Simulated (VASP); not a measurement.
# Sr in VASP: a series of runs, part 2 of 2

VASP 6.6.1. The steps go on from the part before.

## (4) Single point, PBEsol

This run uses another cell than the first one, of 51.76 Å³/atom.

Contents of INCAR:

```
PREC     = Accurate       # precision mode
ENCUT    = 520            # plane-wave cutoff, eV
EDIFF    = 1E-6           # SCF threshold, eV
ISMEAR   = 0              # smearing method
SIGMA    = 0.1            # smearing width, eV
LREAL    = False          # projectors in reciprocal space
LASPH    = True           # aspherical terms in the spheres
NELM     = 60             # most SCF steps
ALGO     = Fast           # electronic algorithm
ISIF     = 2              # what is computed and relaxed
LWAVE    = False          # write WAVECAR
LCHARG   = True           # write CHGCAR
GGA      = PS             # functional
LELF     = True           # ELF
LVHAR    = True         
NBANDS   = 17             # bands
```

Contents of KPOINTS:

```
Automatic mesh
0
Gamma
  12 12 10
```

Contents of POSCAR:

```
Sr
1.0
    2.9579193991      2.9579193991      0.0000000000
   -2.9579193991      2.9579193991      0.0000000000
    0.0000000000      0.0000000000      5.9158387982
Sr
2
Direct
    0.0000000000      0.0000000000      0.0000000000
    0.5000000000      0.5000000000      0.5000000000
```

Potentials or basis: VASP PAW PBE potentials, release 64 (Sr_sv).

Command:

```bash
$ cat potpaw_PBE.64/Sr_sv/POTCAR > POTCAR
$ mpirun -np 1 vasp_std > vasp.out
```

OUTCAR:

```text
PREC = Accurate
   ENCUT = 520
   EDIFF = 1E-6
   ISMEAR = 0
   LREAL = False
   LASPH = True
   NELM = 60
   ISIF = 2
   GGA = PS

 ion  position               nearest neighbor table
   1  0.000  0.000  0.000-   2 4.18   2 4.18   2 4.18   2 4.18   2 4.18   2 4.18   2 4.18   2 4.18

   2  0.500  0.500  0.500-   1 4.18   1 4.18   1 4.18   1 4.18   1 4.18   1 4.18   1 4.18   1 4.18

  LATTYP: Found a simple tetragonal cell.
 ALAT       =     4.1831297306
 C/A-ratio  =     1.4142135624

  Lattice vectors:

 A1 = (   2.9579193991,   2.9579193991,   0.0000000000)
 A2 = (  -2.9579193991,   2.9579193991,   0.0000000000)
 A3 = (   0.0000000000,   0.0000000000,   5.9158387982)

Analysis of symmetry for initial positions (statically):
=====================================================================
 Subroutine PRICEL returns following result:

  LATTYP: Found a face centered cubic cell.
 ALAT       =     5.9158387982

  Lattice vectors:

 A1 = (   0.0000000000,  -2.9579193991,  -2.9579193991)
 A2 = (   2.9579193991,   0.0000000000,  -2.9579193991)
 A3 = (   2.9579193991,  -2.9579193991,   0.0000000000)

   2 primitive cells build up your supercell.

 Routine SETGRP: Setting up the symmetry group for a
 simple tetragonal supercell.

 Subroutine GETGRP returns: Found 16 space group operations
 (whereof 16 operations were pure point group operations)
 out of a pool of 16 trial point group operations.

The static configuration has the point symmetry D_4h.

Analysis of symmetry for dynamics (positions and initial velocities):
=====================================================================
 Subroutine PRICEL returns following result:

  LATTYP: Found a face centered cubic cell.
 ALAT       =     5.9158387982

  Lattice vectors:

 A1 = (   0.0000000000,  -2.9579193991,  -2.9579193991)
 A2 = (   2.9579193991,   0.0000000000,  -2.9579193991)
 A3 = (   2.9579193991,  -2.9579193991,   0.0000000000)

   2 primitive cells build up your supercell.

 Routine SETGRP: Setting up the symmetry group for a
 simple tetragonal supercell.

 Subroutine GETGRP returns: Found 16 space group operations
 (whereof 16 operations were pure point group operations)
 out of a pool of 16 trial point group operations.

The dynamic configuration has the point symmetry D_4h.

 Subroutine INISYM returns: Found 16 space group operations
 (whereof 16 operations are pure point group operations),
 and found     2 'primitive' translations

----------------------------------------------------------------------------------------

                                     Primitive cell

  volume of cell :      51.7594

  direct lattice vectors                    reciprocal lattice vectors
     0.000000000 -2.957919399 -2.957919399    -0.169037737 -0.169037737 -0.169037737
     2.957919399  0.000000000 -2.957919399     0.169037737  0.169037737 -0.169037737
     2.957919399 -2.957919399  0.000000000     0.169037737 -0.169037737  0.169037737

  length of vectors
     4.183129731  4.183129731  4.183129731     0.292781948  0.292781948  0.292781948

  position of ions in fractional coordinates (direct lattice)
     0.000000000  0.000000000  0.000000000

  ion indices of the primitive-cell ions
   primitive index   ion index
[... 25 lines left out ...]

 Found    168 irreducible k-points:

 Following reciprocal coordinates:
            Coordinates               Weight
  0.000000  0.000000  0.000000      1.000000
  0.083333  0.000000  0.000000      4.000000
  0.166667  0.000000  0.000000      4.000000
  0.250000  0.000000  0.000000      4.000000
  0.333333  0.000000  0.000000      4.000000
  0.416667  0.000000  0.000000      4.000000
[... 16 lines left out ...]
  0.333333  0.333333  0.000000      4.000000
  0.416667  0.333333  0.000000      8.000000
 [... further k-points ...]
   k-points           NKPTS =    168   k-points in BZ     NKDIM =    168   number of bands    NBANDS=     17
   number of dos      NEDOS =    301   number of ions     NIONS =      2
   total plane-waves  NPLWV =  49152
   dimension x,y,z NGX =    32 NGY =   32 NGZ =   48
   dimension x,y,z NGXF=    64 NGYF=   64 NGZF=   96
   ions per type =               2
   NGX,Y,Z   is equivalent  to a cutoff of  12.72, 12.72, 13.49 a.u.
   NGXF,Y,Z  is equivalent  to a cutoff of  25.43, 25.43, 26.98 a.u.
 SYSTEM =  unknown system
   PREC   = accura    normal or accurate (medium, high low for compatibility)
   ISTART =      0    job   : 0-new  1-cont  2-samecut
   ICHARG =      2    charge: 1-file 2-atom 10-const
   ISPIN  =      1    spin polarized calculation?
   LNONCOLLINEAR =      F non collinear calculations
   LSORBIT =      F    spin-orbit coupling
   LASPH  =      T    aspherical Exc in radial PAW
   ENCUT  =  520.0 eV  38.22 Ry    6.18 a.u.   7.78  7.78 11.00*2*pi/ulx,y,z
   NELM   =     60;   NELMIN=  2; NELMDL= -5     # of ELM steps
   EDIFF  = 0.1E-05   stopping-criterion for ELM
   LREAL  =      F    real-space projection
   EDIFFG = 0.1E-04   stopping-criterion for IOM
   NSW    =      0    number of steps for IOM
   IBRION =     -1    ionic relax: 0-MD 1-quasi-New 2-CG
   NFREE  =      0    steps in history (QN), initial steepest desc. (CG)
   ISIF   =      2    stress and relaxation
   ISYM   =      2    0-nonsym 1-usesym 2-fastsym
   POTIM  = 0.5000    time-step for ionic-motion
   TEBEG  =    0.0;   TEEND  =   0.0 temperature during run
   PSTRESS=    0.0 pullay stress
   NELECT =      20.0000    total number of electrons
   NUPDOWN=      -1.0000    fix difference up-down
   EMIN   =  10.00;   EMAX   =-10.00  energy-range for DOS
   EFERMI =   0.00;   METHOD = LEGACY
   ISMEAR =     0;   SIGMA  =   0.10  broadening in eV -4-tet -1-fermi 0-gaus
   EFERMI_NEDOS =   21; number of points for ismear=-14 and -15
   IALGO  =     68    algorithm
   IMIX   =      4    mixing-type and parameters
     AMIX     =   0.40;   BMIX     =  1.00
     AMIX_MAG =   1.60;   BMIX_MAG =  1.00
  volume/ion in A,a.u.               =      51.76       349.29
  Fermi-wavevector in a.u.,A,eV,Ry     =   0.946408  1.788452 12.186582  0.895688
  Thomas-Fermi vector in A             =   2.074403
   LORBIT       =      0    0 simple, 1 ext, 2 COOP (PROOUT), +10 PAW based schemes
   GGA     = PS    functional components
   LHFCALC =     F    Hartree Fock is set to
   AEXX    =    0.0000 exact exchange contribution
   IVDW    =     0    specifies the selected vdW correction
   LEPSILON=     F    determine dielectric tensor
   LRPA    =     F    only Hartree local field effects (RPA)
 non-spin polarized calculation
 RMM-DIIS sequential band-by-band and
 Gauss-broadening in eV      SIGMA  =   0.10
  energy-cutoff  :      520.00
  volume of cell :      103.52
 maximum number of plane-waves:      2816
 NGX is ok and might be reduce to    32
   NGX = 15   NGY = 15   NGZ = 21

 number of electron      20.0000001 magnetization

 Free energy of the ion-electron system (eV)
  ---------------------------------------------------
  ext. energy  EPLUGINS =         0.00000000
  ---------------------------------------------------
  free energy    TOTEN  =        -3.68605679 eV

  energy without entropy =       -3.67513796  energy(sigma->0) =       -3.68059737

 E-fermi :   1.7231     XC(G=0):  -7.6217

 val. band max:        1.7190181545   @ k =   0.2500   0.2500   0.1000
 cond. band min:       1.7317386158   @ k =   0.5000   0.4167   0.5000
 fundamental gap:      0.0127204613
 Fermi energy:         1.7231417413

 k-point     1 :       0.0000    0.0000    0.0000
  band No.  band energies     occupation
      1     -34.7160      2.00000
      2     -34.6910      2.00000
      3     -16.8370      2.00000
      4     -16.6943      2.00000
      5     -16.6943      2.00000
      6     -16.6055      2.00000
[... 457 lines left out ...]
      4     -16.8045      2.00000
      5     -16.7141      2.00000
      6     -16.6933      2.00000
[... 9 lines left out ...]
     16       5.7054      0.00000
     17       5.8286      0.00000

 [... further k-points ...]

------------------------ aborting loop because EDIFF is reached ----------------------------------------

  FORCE on cell =-STRESS in cart. coord.  units (eV):
  Direction    XX          YY          ZZ          XY          YZ          ZX
  --------------------------------------------------------------------------------------
  -------------------------------------------------------------------------------------
  Total        0.0284509      0.0284509      0.0087660      0.0000000      0.0000000      0.0000000
  in kB        0.4403394      0.4403394      0.1356722      0.0000000      0.0000000      0.0000000
  external PRESSURE =       0.3387837 kB  Pullay stress =       0.0000000 kB

 VOLUME and BASIS-vectors are now :
 -----------------------------------------------------------------------------
  energy-cutoff  :      520.00
  volume of cell :      103.52
      direct lattice vectors                 reciprocal lattice vectors
     2.957919399  2.957919399  0.000000000     0.169037737  0.169037737  0.000000000
    -2.957919399  2.957919399  0.000000000    -0.169037737  0.169037737  0.000000000
     0.000000000  0.000000000  5.915838798     0.000000000  0.000000000  0.169037737

 POSITION                                       TOTAL-FORCE (eV/Angst)
 -----------------------------------------------------------------------------------
      0.00000      0.00000      0.00000        -0.000000      0.000000      0.000000
      0.00000      2.95792      2.95792         0.000000     -0.000000     -0.000000
 -----------------------------------------------------------------------------------
    total drift:                               -0.000000      0.000000     -0.000000

  FREE ENERGIE OF THE ION-ELECTRON SYSTEM (eV)
  ---------------------------------------------------
  free  energy   TOTEN  =        -3.6860567877 eV

  energy  without entropy=       -3.6751379601  energy(sigma->0) =       -3.68059737
```

It took 2.5 min on 1 thread of AMD EPYC 9R45 (Zen 5), shared host; peak memory 0.36 GiB.

What came out:

```
Free energy            : -3.6861 eV
Pressure               : 0.0 GPa
Band gap on the k mesh : zero (filled and empty bands overlap)
```

Levels at points of the mesh, in eV from the Fermi level:
| k point | band 6 | band 7 | band 8 | band 9 | band 10 | band 11 | band 12 | band 13 | band 14 | band 15 |
| --- | --- | --- | --- | --- | --- | --- | --- | --- | --- | --- |
| (0.00, 0.00, 0.00) | -18.33 | -18.33 | -18.33 | -3.77 | -0.73 | 0.26 | 1.18 | 2.38 | 2.38 | 2.38 |
| (0.50, 0.00, 0.00) | -18.43 | -18.36 | -18.36 | -1.37 | -1.37 | 0.84 | 0.84 | 1.22 | 1.22 | 2.89 |
| (0.50, 0.50, 0.00) | -18.42 | -18.42 | -18.42 | -0.73 | -0.73 | 0.26 | 0.26 | 1.18 | 1.18 | 5.09 |
| (0.00, 0.00, 0.50) | -18.37 | -18.37 | -18.37 | -2.46 | -2.46 | 1.08 | 1.08 | 2.15 | 2.15 | 3.12 |
| (0.50, 0.00, 0.50) | -18.36 | -18.36 | -18.36 | -1.19 | -1.19 | 0.14 | 0.14 | 2.21 | 2.21 | 2.21 |
| (0.50, 0.50, 0.50) | -18.49 | -18.42 | -18.42 | 0.01 | 0.01 | 0.64 | 0.64 | 0.64 | 0.64 | 2.36 |

Caveat: the PAW data sets were made with another functional, which shifts forces and pressure a little.

## (5) Overview

```csv
cell,further INCAR settings,gap on the mesh (eV),pressure (GPa)
"a = 4.141, b = 4.175, c = 5.965 Å, 2 atoms",ALGO = Fast; EDIFF = 1e-07; NBANDS = 17,none,0.1
"a = 4.141, b = 4.141, c = 5.997 Å, 2 atoms",ALGO = Fast; EDIFF = 1e-06; NBANDS = 17,none,0.1
"a = 4.183, b = 4.183, c = 5.916 Å, 2 atoms",ALGO = Fast; EDIFF = 1e-06; NBANDS = 17,none,0.0
```

Alike in all rows: task single point; level PBEsol; potentials or basis VASP PAW PBE potentials, release 64 (Sr_sv); no spin polarisation; k mesh 12 × 12 × 10; cutoff (eV) 520; smearing gaussian 0.1 eV.

Caveats: the PAW data sets were made with another functional, which shifts forces and pressure a little.

Total energies depend on the potentials used, so only differences within one code and one set of settings carry meaning.
